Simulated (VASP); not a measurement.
# LiF (Fm-3m) in VASP: further runs

Aim: see how the results for LiF move with the level of theory and the settings. Levels: PBE, r2SCAN. Tasks: single point.

All numbers are computed with VASP 6.6.1; they aren't measurements. Logs are shortened: lines on timing, memory, paths and dates and some standing lists are left out, and cuts for length are marked.

### 1 The cell of the first run

The structure is cubic, space group Fm-3m (No. 225). Conventional cell: a = 4.028 Å, b = 4.028 Å, c = 4.028 Å, α = 90.00°, β = 90.00°, γ = 90.00°. Within 2.7 Å of F (site symmetry m-3m) lie 6 Li at 2.01 Å. Li (site symmetry m-3m) has 6 F at 2.01 Å within 2.7 Å.

### 2 Single point, PBE

INCAR

```
SYSTEM = LiF
ALGO     = Normal         ! electronic algorithm
EDIFF    = 1E-6           ! SCF threshold, eV
ENCUT    = 520            ! plane-wave cutoff, eV
GGA      = PE             ! functional
ISIF     = 2              ! what is computed and relaxed
ISMEAR   = -1             ! smearing method
LASPH    = .TRUE.         ! aspherical terms in the spheres
LCHARG   = .FALSE.        ! write CHGCAR
LREAL    = .FALSE.        ! projectors in reciprocal space
LWAVE    = .FALSE.        ! write WAVECAR
NBANDS   = 12             ! bands
NELM     = 100            ! most SCF steps
PREC     = Accurate       ! precision mode
SIGMA    = 0.1            ! smearing width, eV
```

KPOINTS

```
k-points
0
G
  10 10 10
  0 0 0
```

POSCAR

```
LiF
1.0
    0.0000000000      2.0140000000      2.0140000000
    2.0140000000      0.0000000000      2.0140000000
    2.0140000000      2.0140000000      0.0000000000
F Li
1 1
Direct
    0.5000000000      0.5000000000      0.5000000000
    0.0000000000      0.0000000000      0.0000000000
```

Potentials or basis: VASP PAW PBE potentials, release 64 (F, Li_sv).

Started as:

```sh
$ cat potpaw_PBE.64/F/POTCAR potpaw_PBE.64/Li_sv/POTCAR > POTCAR
$ mpirun -np 1 vasp_std > vasp.out
```

OUTCAR:

```text
SYSTEM = LiF
   EDIFF = 1E-6
   ENCUT = 520
   GGA = PE
   ISIF = 2
   ISMEAR = -1
   LASPH = .TRUE.
   LREAL = .FALSE.
   NELM = 100
   PREC = Accurate

 ion  position               nearest neighbor table
   1  0.500  0.500  0.500-   2 2.01   2 2.01   2 2.01   2 2.01   2 2.01   2 2.01
   2  0.000  0.000  0.000-   1 2.01   1 2.01   1 2.01   1 2.01   1 2.01   1 2.01

  LATTYP: Found a face centered cubic cell.
 ALAT       =     4.0280000000

  Lattice vectors:

 A1 = (   0.0000000000,   2.0140000000,   2.0140000000)
 A2 = (   2.0140000000,   0.0000000000,   2.0140000000)
 A3 = (   2.0140000000,   2.0140000000,   0.0000000000)

Analysis of symmetry for initial positions (statically):
=====================================================================
 Subroutine PRICEL returns:
 Original cell was already a primitive cell.

 Routine SETGRP: Setting up the symmetry group for a
 face centered cubic supercell.

 Subroutine GETGRP returns: Found 48 space group operations
 (whereof 48 operations were pure point group operations)
 out of a pool of 48 trial point group operations.

The static configuration has the point symmetry O_h .

Analysis of symmetry for dynamics (positions and initial velocities):
=====================================================================
 Subroutine PRICEL returns:
 Original cell was already a primitive cell.

 Routine SETGRP: Setting up the symmetry group for a
 face centered cubic supercell.

 Subroutine GETGRP returns: Found 48 space group operations
 (whereof 48 operations were pure point group operations)
 out of a pool of 48 trial point group operations.

The dynamic configuration has the point symmetry O_h .

 Subroutine INISYM returns: Found 48 space group operations
 (whereof 48 operations are pure point group operations),
 and found     1 'primitive' translations

----------------------------------------------------------------------------------------

                                     Primitive cell

  volume of cell :      16.3384

  direct lattice vectors                    reciprocal lattice vectors
     0.000000000  2.014000000  2.014000000    -0.248262165  0.248262165  0.248262165
     2.014000000  0.000000000  2.014000000     0.248262165 -0.248262165  0.248262165
     2.014000000  2.014000000  0.000000000     0.248262165  0.248262165 -0.248262165

  length of vectors
     2.848226115  2.848226115  2.848226115     0.430002683  0.430002683  0.430002683

  position of ions in fractional coordinates (direct lattice)
     0.500000000  0.500000000  0.500000000
     0.000000000  0.000000000  0.000000000

  ion indices of the primitive-cell ions
   primitive index   ion index
                 1           1
                 2           2

----------------------------------------------------------------------------------------

 KPOINTS: k-points

Automatic generation of k-mesh.
 Grid dimensions read from file:
 generate k-points for:   10   10   10

 Generating k-lattice:

  Cartesian coordinates                     Fractional coordinates (reciprocal lattice)
    -0.024826216  0.024826216  0.024826216     0.100000000  0.000000000  0.000000000
     0.024826216 -0.024826216  0.024826216     0.000000000  0.100000000  0.000000000
     0.024826216  0.024826216 -0.024826216     0.000000000  0.000000000  0.100000000

  Length of vectors
     0.043000268  0.043000268  0.043000268

  Shift w.r.t. Gamma in fractional coordinates (k-lattice)
     0.000000000  0.000000000  0.000000000

 Subroutine IBZKPT returns following result:
 ===========================================

 Found     47 irreducible k-points:

 Following reciprocal coordinates:
            Coordinates               Weight
  0.000000  0.000000  0.000000      1.000000
  0.100000  0.000000  0.000000      8.000000
  0.200000  0.000000  0.000000      8.000000
  0.300000  0.000000  0.000000      8.000000
  0.400000  0.000000  0.000000      8.000000
  0.500000  0.000000  0.000000      4.000000
[... 16 lines left out ...]
  0.300000  0.300000  0.000000      6.000000
  0.400000  0.300000  0.000000     24.000000
 [... further k-points ...]
   k-points           NKPTS =     47   k-points in BZ     NKDIM =     47   number of bands    NBANDS=     12
   number of dos      NEDOS =    301   number of ions     NIONS =      2
   total plane-waves  NPLWV =  13824
   dimension x,y,z NGX =    24 NGY =   24 NGZ =   24
   dimension x,y,z NGXF=    48 NGYF=   48 NGZF=   48
   ions per type =               1   1
   NGX,Y,Z   is equivalent  to a cutoff of  14.01, 14.01, 14.01 a.u.
   NGXF,Y,Z  is equivalent  to a cutoff of  28.02, 28.02, 28.02 a.u.
 SYSTEM =  LiF
   PREC   = accura    normal or accurate (medium, high low for compatibility)
   ISTART =      0    job   : 0-new  1-cont  2-samecut
   ICHARG =      2    charge: 1-file 2-atom 10-const
   ISPIN  =      1    spin polarized calculation?
   LNONCOLLINEAR =      F non collinear calculations
   LSORBIT =      F    spin-orbit coupling
   LASPH  =      T    aspherical Exc in radial PAW
   ENCUT  =  520.0 eV  38.22 Ry    6.18 a.u.   5.30  5.30  5.30*2*pi/ulx,y,z
   NELM   =    100;   NELMIN=  2; NELMDL= -5     # of ELM steps
   EDIFF  = 0.1E-05   stopping-criterion for ELM
   LREAL  =      F    real-space projection
   EDIFFG = 0.1E-04   stopping-criterion for IOM
   NSW    =      0    number of steps for IOM
   IBRION =     -1    ionic relax: 0-MD 1-quasi-New 2-CG
   NFREE  =      0    steps in history (QN), initial steepest desc. (CG)
   ISIF   =      2    stress and relaxation
   ISYM   =      2    0-nonsym 1-usesym 2-fastsym
   POTIM  = 0.5000    time-step for ionic-motion
   TEBEG  =    0.0;   TEEND  =   0.0 temperature during run
   PSTRESS=    0.0 pullay stress
   NELECT =      10.0000    total number of electrons
   NUPDOWN=      -1.0000    fix difference up-down
   EMIN   =  10.00;   EMAX   =-10.00  energy-range for DOS
   EFERMI =   0.00;   METHOD = LEGACY
   ISMEAR =    -1;   SIGMA  =   0.10  broadening in eV -4-tet -1-fermi 0-gaus
   EFERMI_NEDOS =   21; number of points for ismear=-14 and -15
   IALGO  =     38    algorithm
   IMIX   =      4    mixing-type and parameters
     AMIX     =   0.40;   BMIX     =  1.00
     AMIX_MAG =   1.60;   BMIX_MAG =  1.00
  volume/ion in A,a.u.               =       8.17        55.13
  Fermi-wavevector in a.u.,A,eV,Ry     =   1.389970  2.626662 26.286674  1.932016
  Thomas-Fermi vector in A             =   2.513950
   LORBIT       =      0    0 simple, 1 ext, 2 COOP (PROOUT), +10 PAW based schemes
   GGA     = PE    functional components
   LHFCALC =     F    Hartree Fock is set to
   AEXX    =    0.0000 exact exchange contribution
   IVDW    =     0    specifies the selected vdW correction
   LEPSILON=     F    determine dielectric tensor
   LRPA    =     F    only Hartree local field effects (RPA)
 non-spin polarized calculation
  energy-cutoff  :      520.00
  volume of cell :       16.34
 maximum number of plane-waves:       459
 NGX is ok and might be reduce to    24
   NGX = 11   NGY = 11   NGZ = 11

 number of electron      10.0000000 magnetization

 number of electron       9.9999992 magnetization

 Free energy of the ion-electron system (eV)
  ---------------------------------------------------
  ext. energy  EPLUGINS =         0.00000000
  ---------------------------------------------------
  free energy    TOTEN  =        -9.63754857 eV

  energy without entropy =       -9.63754857  energy(sigma->0) =       -9.63754857

 E-fermi :   1.4013     XC(G=0):  -9.9825

 val. band max:       -1.0185886036   @ k =   0.0000   0.0000   0.0000
 cond. band min:       8.0685626888   @ k =   0.0000   0.0000   0.0000
 fundamental gap:      9.0871512924
 Fermi energy:         1.4013480434

 k-point     1 :       0.0000    0.0000    0.0000
  band No.  band energies     occupation
      1     -41.9391      2.00000
      2     -20.9935      2.00000
      3      -1.0186      2.00000
      4      -1.0186      2.00000
      5      -1.0186      2.00000
      6       8.0686      0.00000
      7      22.9474      0.00000
      8      22.9474      0.00000
      9      22.9474      0.00000
     10      23.3054      0.00000
     11      23.3054      0.00000
     12      23.3054      0.00000

 k-point     2 :       0.1000    0.0000    0.0000
  band No.  band energies     occupation
      1     -41.9333      2.00000
      2     -20.9538      2.00000
      3      -1.3062      2.00000
      4      -1.0416      2.00000
      5      -1.0416      2.00000
      6       8.3627      0.00000
      7      20.2635      0.00000
      8      21.6928      0.00000
      9      21.6928      0.00000
     10      24.3505      0.00000
     11      24.3505      0.00000
     12      24.3982      0.00000

 k-point     3 :       0.2000    0.0000    0.0000
  band No.  band energies     occupation
      1     -41.9187      2.00000
      2     -20.8494      2.00000
      3      -1.9955      2.00000
      4      -1.1004      2.00000
      5      -1.1004      2.00000
      6       9.0146      0.00000
      7      17.7984      0.00000
      8      20.2006      0.00000
      9      20.2006      0.00000
     10      25.3699      0.00000
     11      25.7000      0.00000
     12      25.7000      0.00000
[... 286 lines left out ...]
 k-point    23 :       0.3000    0.3000    0.0000
  band No.  band energies     occupation
      1     -41.8898      2.00000
      2     -20.5755      2.00000
      3      -2.9198      2.00000
      4      -1.6806      2.00000
      5      -1.6806      2.00000
      6      11.2405      0.00000
      7      16.9129      0.00000
      8      18.0236      0.00000
      9      19.3940      0.00000
     10      19.3940      0.00000
     11      33.4601      0.00000
     12      33.5629      0.00000

 k-point    24 :       0.4000    0.3000    0.0000
  band No.  band energies     occupation
      1     -41.8789      2.00000
      2     -20.4652      2.00000
      3      -3.3352      2.00000
      4      -1.8905      2.00000
      5      -1.7788      2.00000
      6      12.0626      0.00000
      7      15.7708      0.00000
      8      17.5194      0.00000
      9      19.1436      0.00000
     10      20.2087      0.00000
     11      32.9007      0.00000
     12      33.8930      0.00000

 [... further k-points ...]

------------------------ aborting loop because EDIFF is reached ----------------------------------------

  FORCE on cell =-STRESS in cart. coord.  units (eV):
  Direction    XX          YY          ZZ          XY          YZ          ZX
  --------------------------------------------------------------------------------------
  -------------------------------------------------------------------------------------
  Total        0.1684273      0.1684273      0.1684273      0.0000000      0.0000000      0.0000000
  in kB       16.5163743     16.5163743     16.5163743      0.0000000      0.0000000      0.0000000
  external PRESSURE =      16.5163743 kB  Pullay stress =       0.0000000 kB

 VOLUME and BASIS-vectors are now :
 -----------------------------------------------------------------------------
  energy-cutoff  :      520.00
  volume of cell :       16.34
      direct lattice vectors                 reciprocal lattice vectors
     0.000000000  2.014000000  2.014000000    -0.248262165  0.248262165  0.248262165
     2.014000000  0.000000000  2.014000000     0.248262165 -0.248262165  0.248262165
     2.014000000  2.014000000  0.000000000     0.248262165  0.248262165 -0.248262165

 POSITION                                       TOTAL-FORCE (eV/Angst)
 -----------------------------------------------------------------------------------
      2.01400      2.01400      2.01400         0.000000      0.000000     -0.000000
      0.00000      0.00000      0.00000        -0.000000     -0.000000      0.000000
 -----------------------------------------------------------------------------------
    total drift:                               -0.000000     -0.000000      0.000000

  FREE ENERGIE OF THE ION-ELECTRON SYSTEM (eV)
  ---------------------------------------------------
  free  energy   TOTEN  =        -9.6375485746 eV

  energy  without entropy=       -9.6375485746  energy(sigma->0) =       -9.63754857
```

Run time: 16 s. Hardware: 1 thread of Intel Xeon 8259CL, shared host; peak memory 0.13 GiB.

What came out:

```yaml
Free_energy: -9.6375 eV
Band_gap_on_the_k_mesh: 9.09 eV
```

Levels at points of the mesh, in eV from the valence-band top:
| k point | band 3 | band 4 | band 5 | band 6 | band 7 | band 8 |
| --- | --- | --- | --- | --- | --- | --- |
| (0.00, 0.00, 0.00) | 0.00 | 0.00 | 0.00 | 9.09 | 23.97 | 23.97 |
| (0.50, 0.00, 0.00) | -2.52 | -0.23 | -0.23 | 10.77 | 16.74 | 18.90 |
| (0.50, 0.50, 0.00) | -3.00 | -1.00 | -1.00 | 14.81 | 16.47 | 17.45 |

Caveat: the cutoff is under 1.25 times the usual one of these potentials, so pressure, stress and relaxed cells hold a basis-set (Pulay) error.

[end of part 1 of 2]
